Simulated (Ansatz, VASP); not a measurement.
## One calculation of ZnS, two programs

```xyz
2
Lattice="-0.0132 2.6418 2.6418 2.6418 -0.0132 2.6418 2.6418 2.6418 -0.0132" Properties=species:S:1:pos:R:3 pbc="T T T"
Zn    3.9504    3.9504    3.9504
S     0.0025    0.0025    0.0025
```

Change from the starting cell: equal xy, yz and zx engineering shears of -0.5 %.

Alike in both runs: functional LDA; k mesh 8 × 8 × 8; no spin polarisation.

Ansatz relaxed the structure, and its values are those at the end. VASP's run is a single point on that final structure, the one shown.

```csv
,VASP,Ansatz
version,VASP 6.6.1,Ansatz 0.2.0
potentials or method,"VASP PAW LDA potentials, release 64 (Zn, S), cutoff 520 eV","all-electron LAPW, scalar-relativistic"
occupations,"gaussian, width 0.01 eV",fixed
```

Ansatz gave:

- gap on the k mesh at the Fermi level (eV): 2.10
- pressure (GPa): 0.0

Problem. What did VASP give for the same quantities?

Solution. gap on the k mesh at the Fermi level (eV): 2.13; pressure (GPa): 0.3.

LDA's correlation is that of Perdew and Zunger in VASP and of Perdew and Wang (1992) in Ansatz. Ansatz ran all-electron here, and VASP with PAW potentials.
